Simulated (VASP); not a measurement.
ZnSe: relaxation of cell and atoms with PBEsol

Crystal: ZnSe.

```
Zn Se
1.0
     2.81659    2.81659    0.00000
    -2.81659    2.81659    0.00000
     0.00000    2.81659    2.81659
Zn Se
1 1
Direct
  0.00000 0.00000 0.00000
  0.75000 0.25000 0.50000
```

| Item | Value |
| --- | --- |
| Program | VASP 6.6.1 |
| Task | relaxation of cell and atoms |
| Functional | PBEsol |
| Potentials or basis | VASP PAW PBE potentials, release 64 (Zn, Se) |
| Cutoff | 600 eV |
| k mesh | 8 × 8 × 8 |
| Occupations | gaussian, width 0.01 eV |
| Spin | no spin polarisation |
| Target pressure | 15 GPa |
| Dipole correction | no |
| Further INCAR settings | ALGO = Normal; EDIFF = 1e-06; IBRION = 2; EDIFFG = -0.002; NSW = 100; ISIF = 3 |

| Item | Value |
| --- | --- |
| Relaxed volume | 19.11 Å³/atom |
| Relaxed cell | a = 3.781 Å, b = 3.781 Å, c = 3.781 Å, α = 60.00°, β = 60.00°, γ = 90.00° |
| Space group after relaxing (to 0.05 Å) | F-43m (No. 216) |
| Energy change on relaxing (the enthalpy is what falls) | +134.0 meV/atom |
| Ionic steps | 9 |
| Pressure after relaxing | 15.0 GPa |
| Band gap on the k mesh | 1.91 eV, direct |

The path:
```csv
step,energy change (eV),largest force (eV/Å),pressure (GPa),volume (Å³)
1,0.0000,0.0000,0.25,44.69
2,1.2072,0.0000,42.47,32.66
3,0.2509,0.0000,14.38,38.41
4,0.2653,0.0000,14.89,38.25
5,0.2768,0.0000,15.30,38.13
6,0.2601,0.0000,14.76,38.31
7,0.2678,0.0000,14.98,38.22
8,0.2684,0.0000,15.03,38.22
9,0.2680,0.0000,15.01,38.22
```

Final structure:
```
Zn Se
1.0
     2.67357    2.67357    0.00000
    -2.67357    2.67357    0.00000
     0.00000    2.67357    2.67357
Zn Se
1 1
Cartesian
  0.0000 0.0000 0.0000
  1.3368 4.0104 1.3368
```

Levels at points of the mesh, in eV from the valence-band top:
| k point | band 6 | band 7 | band 8 | band 9 | band 10 | band 11 | band 12 | band 13 |
| --- | --- | --- | --- | --- | --- | --- | --- | --- |
| (0.00, 0.00, 0.00) | -6.82 | 0.00 | 0.00 | 0.00 | 1.91 | 5.62 | 5.62 | 5.62 |
| (0.50, 0.00, 0.00) | -6.64 | -6.50 | -1.17 | -1.17 | 2.73 | 6.21 | 6.21 | 8.72 |
| (0.50, 0.50, 0.00) | -6.58 | -5.59 | -2.92 | -2.92 | 2.38 | 3.24 | 12.04 | 12.41 |

Run time: 58 s on 1 thread of Intel(R) Xeon(R) Platinum 8488C (Sapphire Rapids), on a shared host, peak memory 0.2 GiB.

Caveat: the cell is relaxed towards a set pressure, so the enthalpy falls and the energy may rise; the PAW data sets were made with another functional, which shifts forces and pressure a little. As with any semilocal functional, this PBEsol gap is likely too small.
